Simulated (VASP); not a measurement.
Set up this calculation in VASP 6.6.1, as the native input.

- Task: single point
- Functional: PBE-based screened hybrid
- Potentials or basis: VASP PAW PBE potentials, release 64 (Mg, O)
- Cutoff: 520 eV
- k mesh: 4 × 4 × 4
- Occupations: gaussian, width 0.01 eV
- Spin: no spin polarisation
- Dipole correction: no
- Grid for exact exchange (PRECFOCK): Normal
- Share of exact exchange: 0.75
- Further INCAR settings: ALGO = Normal; EDIFF = 1e-06; NBANDS = 11
- Screening parameter: 0.1 1/Å

MgO:

```
CELL_PARAMETERS angstrom
0.00000 2.28201 2.28201
2.28201 0.00000 2.28201
2.28201 2.28201 0.00000
ATOMIC_POSITIONS crystal
Mg 0.00000 0.00000 0.00000
O 0.25000 0.25000 0.25000
```

These files were run (other wordings do the same):

POSCAR

```
MgO
1.0
    0.0000000000      2.2820056624      2.2820056624
    2.2820056624      0.0000000000      2.2820056624
    2.2820056624      2.2820056624      0.0000000000
Mg O
1 1
Direct
    0.0000000000      0.0000000000      0.0000000000
    0.2500000000      0.2500000000      0.2500000000
```

INCAR.step1

```
  PREC = Accurate
  ENCUT = 520
  EDIFF = 1E-5
  ISMEAR = 0
  SIGMA = 0.01
  LREAL = F
  LASPH = T
  NELM = 60
  ALGO = Normal
  ISIF = 2
  LWAVE = T
  LCHARG = F
  NBANDS = 11
  GGA = PE
```

INCAR.step2

```
  PREC = Accurate
  ENCUT = 520
  EDIFF = 1E-6
  ISMEAR = 0
  SIGMA = 0.01
  LREAL = F
  LASPH = T
  NELM = 60
  ALGO = Normal
  ISIF = 2
  LWAVE = F
  LCHARG = F
  GGA = PE
  LHFCALC = T
  AEXX = 0.75
  HFSCREEN = 0.1
  PRECFOCK = Normal
  NBANDS = 11
  ISTART = 1
```

KPOINTS

```
regular mesh
0
Gamma
  4 4 4
```

Potentials or basis: VASP PAW PBE potentials, release 64 (Mg, O).

Run with:

```sh
$ cat potpaw_PBE.64/Mg/POTCAR potpaw_PBE.64/O/POTCAR > POTCAR
$ cp INCAR.step1 INCAR
$ mpirun -np 1 vasp_std > vasp.out
$ cp INCAR.step2 INCAR
$ mpirun -np 1 vasp_std > vasp.out
```

Results of the run:

```json
{
  "Pressure": "-7.3 GPa",
  "Band gap on the k mesh": "9.86 eV, direct"
}
```

Caveat: the k points lie up to 0.60 Å⁻¹ apart; the PAW data sets were made with another functional, which shifts forces and pressure a little.

It took 110 s on 1 thread of Intel(R) Xeon(R) Platinum 8259CL CPU @ 2.50GHz (Skylake/Cascade Lake) (shared host), peak memory 0.25 GiB.
